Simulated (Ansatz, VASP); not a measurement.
## One calculation of VN, two programs

File INCAR:

```
SYSTEM = VN
PREC = Accurate
ENCUT = 600
EDIFF = 1E-6
ISMEAR = 0
SIGMA = 0.1
LREAL = .False.
LASPH = .True.
NELM = 200
ALGO = Normal
ISIF = 2
LWAVE = .False.
LCHARG = .True.
ISPIN = 2
MAGMOM = 2 0
LORBIT = 11
LMAXMIX = 4
GGA = PE
LELF = .True.
LVHAR = .True.
NBANDS = 20
GGA_COMPAT = .False.
```

KPOINTS

```
Automatic mesh
0
Gamma
  8 8 8
  0 0 0
```

File POSCAR:

```
VN
1.0
    0.0000000000      2.0920707581      2.0920707581
    2.0920707581      0.0000000000      2.0920707581
    2.0920707581      2.0920707581      0.0000000000
V N
1 1
Direct
    0.5000000000      0.5000000000      0.5000000000
    0.0000000000      0.0000000000      0.0000000000
```

Input for Ansatz:

```yaml
crystal:
  lattice:
    - [0.0, 2.0920707581, 2.0920707581]
    - [2.0920707581, 0.0, 2.0920707581]
    - [2.0920707581, 2.0920707581, 0.0]
  atoms:
    - { symbol: V, position: [0.5, 0.5, 0.5], spin: 2.0 }
    - { symbol: "N", position: [0.0, 0.0, 0.0] }
basis:
  ecutwfc: 420
kpoints:
  mp_grid: { grid: [8, 8, 8] }
hamiltonian:
  xc: pbe
scf:
  occupations: { method: gaussian, width: 0.1 }
  lower_state_search: "off"
output:
  forces: true
  stress: true
  eigenvalues: true
  populations: true
magnetization:
  spin_polarized: true
```

Alike in both runs: task single point; functional PBE; k mesh 8 × 8 × 8; occupations gaussian, width 0.1 eV; collinear spin.

|  | VASP | Ansatz |
| --- | --- | --- |
| version | VASP 6.6.1 | Ansatz 0.2.0 |
| potentials or method | VASP PAW PBE potentials, release 64 (V_sv, N), cutoff 600 eV | scalar-relativistic, plane waves, PAW |
| valence electrons in the cell | 18 | 18 |

```csv
,VASP,Ansatz,Ansatz less VASP
gap on the k mesh at the Fermi level (eV),none,none,-
pressure (GPa),-13.3,-13.7,-0.43
net moment per atom (μB),0.09,0.09,0.000
size of the moment on the site where the two differ most (μB),0.16,0.14,-0.024
```

Site moments also hang on the region over which each program counts them. A gap of «none» marks a metal or a gap that the smearing closes. Ansatz's warnings: seeded moment not kept.
